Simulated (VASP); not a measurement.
Input of a VASP 6.6.1 run:

File INCAR:

```
SYSTEM = GaP
PREC = Accurate
ENCUT = 500
EDIFF = 1E-7
ISMEAR = 0
SIGMA = 0.01
LREAL = .FALSE.
LASPH = .TRUE.
NELM = 120
ALGO = Normal
ISIF = 3
LWAVE = .FALSE.
LCHARG = .FALSE.
GGA = PE
IBRION = 2
NSW = 80
EDIFFG = -0.01
GGA_COMPAT = .FALSE.
NELMIN = 4
```

The input KPOINTS:

```
regular mesh
0
G
  7 7 7
  0 0 0
```

File POSCAR:

```
GaP
1.0
    0.0000000000      2.7252500000      2.7252500000
    2.7252500000      0.0000000000      2.7252500000
    2.7252500000      2.7252500000      0.0000000000
Ga P
1 1
Direct
    0.0000000000      0.0000000000      0.0000000000
    0.2500000000      0.2500000000      0.2500000000
```

Potentials or basis: VASP PAW PBE potentials, release 64 (Ga_d, P).

The run is started by

```sh
$ cat potpaw_PBE.64/Ga_d/POTCAR potpaw_PBE.64/P/POTCAR > POTCAR
$ mpirun -np 1 vasp_std > vasp.out
```

(1) Predict the relaxed volume.

(2) Estimate the band gap on the k mesh.

(3) Estimate the relaxed cell.

(4) Predict the space group after relaxing (to 0.1 Å).

## Answers

(1) 20.86 Å³/atom.

(2) 1.58 eV.

(3) a = 3.893 Å, b = 3.893 Å, c = 3.893 Å, α = 60.00°, β = 60.00°, γ = 60.00°.

(4) F-43m (No. 216).

Caveat: an odd mesh through Γ misses points on the zone boundary, where band edges can lie.
